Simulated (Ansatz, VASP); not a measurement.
**TiHSe2 in VASP and in Ansatz**

INCAR

```
SYSTEM = TiHSe2
PREC = Accurate
ENCUT = 500
EDIFF = 1E-7
ISMEAR = 0
SIGMA = 0.1
LREAL = .False.
LASPH = .True.
NELM = 120
ALGO = Normal
ISIF = 3
LWAVE = .False.
LCHARG = .False.
GGA = PE
IVDW = 12
IBRION = 2
NSW = 90
EDIFFG = -0.025
GGA_COMPAT = .False.
NELMIN = 4
```

Contents of KPOINTS:

```
Automatic mesh
0
Gamma
  12 12 8
  0 0 0
```

Contents of POSCAR:

```
TiHSe2
1.0
    3.6018862766      0.0000000000      0.0000000000
   -1.8009431383      3.1193250171      0.0000000000
    0.0000000000      0.0000000000      5.3797216271
Ti Se H
1 2 1
Direct
    0.0000000000      0.0000000000      0.0000000000
    0.3333333333      0.6666666667      0.2775693541
    0.6666666667      0.3333333333      0.7224306459
    0.0000000000      0.0000000000      0.5000000000
```

Input for Ansatz:

```yaml
crystal:
  lattice:
    - [3.6018862766, 0.0, 0.0]
    - [-1.8009431383, 3.1193250171, 0.0]
    - [0.0, 0.0, 5.3797216271]
  atoms:
    - { symbol: Ti, position: [0.0, 0.0, 0.0] }
    - { symbol: Se, position: [0.3333333333, 0.6666666667, 0.2775693541] }
    - { symbol: Se, position: [0.6666666667, 0.3333333333, 0.7224306459] }
    - { symbol: H, position: [0.0, 0.0, 0.5] }
basis:
  ecutwfc: 420
kpoints:
  mp_grid: { grid: [12, 12, 8] }
hamiltonian:
  xc: pbe
  dispersion: d3bj
scf:
  occupations: { method: gaussian, width: 0.1 }
output:
  forces: true
  stress: true
  eigenvalues: true
relax:
  adjacent_minimum: "off"
  f_tol: 0.025
  max_steps: 70
  cell: { stress_tol: 0.12 }
```

Alike in both runs: task relaxation of cell and atoms; functional PBE; dispersion D3(BJ); k mesh 12 × 12 × 8; occupations gaussian, width 0.1 eV; no spin polarisation.

```csv
,VASP,Ansatz
version,VASP 6.6.1,Ansatz 0.2.0
potentials or method,"VASP PAW PBE potentials, release 64 (Ti_sv, Se, H), cutoff 500 eV","scalar-relativistic, plane waves, PAW"
valence electrons in the cell,25,45
```

VASP gave:

| Item | Value |
| --- | --- |
| gap on the k mesh at the Fermi level, each at its own relaxed structure (eV) | none |
| relaxed volume (Å³/atom) | 15.12 |
| relaxed cell length with the largest relative difference (Å) | 5.389 |

Problem. Estimate Ansatz's values.

Solution. gap on the k mesh at the Fermi level, each at its own relaxed structure (eV): none; relaxed volume (Å³/atom): 15.09; relaxed cell length with the largest relative difference (Å): 5.413.

A gap of «none» marks a metal or a gap that the smearing closes. VASP's potentials hold 25 valence electrons a cell and Ansatz's 45, so a difference there can come from the potentials and not from the codes.
